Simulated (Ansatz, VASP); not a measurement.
## MnF2 in VASP and in Ansatz

```
Mn F
1.0
     3.34298    0.00000    0.00000
    -1.67149    2.89510    0.00000
     0.00000    0.00000    5.11242
Mn F
1 2
Cartesian
  0.0000 0.0000 2.5562
  1.6715 0.9650 1.5957
  0.0000 1.9301 3.5168
```

Alike in both runs: functional PBE; k mesh 12 × 12 × 6; occupations gaussian, width 0.02 eV; collinear spin.

Ansatz relaxed the structure, and its values are those at the end. VASP's run is a single point on that final structure, the one shown.

```csv
,VASP,Ansatz
version,VASP 6.6.1,Ansatz 0.2.0
potentials or method,"VASP PAW PBE potentials, release 64 (Mn_pv, F), cutoff 520 eV","scalar-relativistic, plane waves, PAW"
valence electrons in the cell,27,29
```

|  | VASP | Ansatz | Ansatz less VASP |
| --- | --- | --- | --- |
| gap on the k mesh at the Fermi level (eV) | 1.90 | 1.88 | -0.020 |
| least direct gap on the mesh (eV) | 1.91 | 1.89 | -0.020 |
| pressure (GPa) | 0.0 | 0.0 | +0.01 |
| rms of the force components (eV/Å) | 0.009 | 0.000 | -0.0087 |
| net moment per atom (μB) | 1.67 | 1.67 | 0.000 |
| size of the moment on the site where the two differ most (μB) | 4.58 | 4.23 | -0.352 |

Site moments also hang on the region over which each program counts them. With one functional, cell and mesh, what is left measures potentials, basis and numerics. VASP's potentials hold 27 valence electrons a cell and Ansatz's 29, so a difference there can come from the potentials and not from the codes.
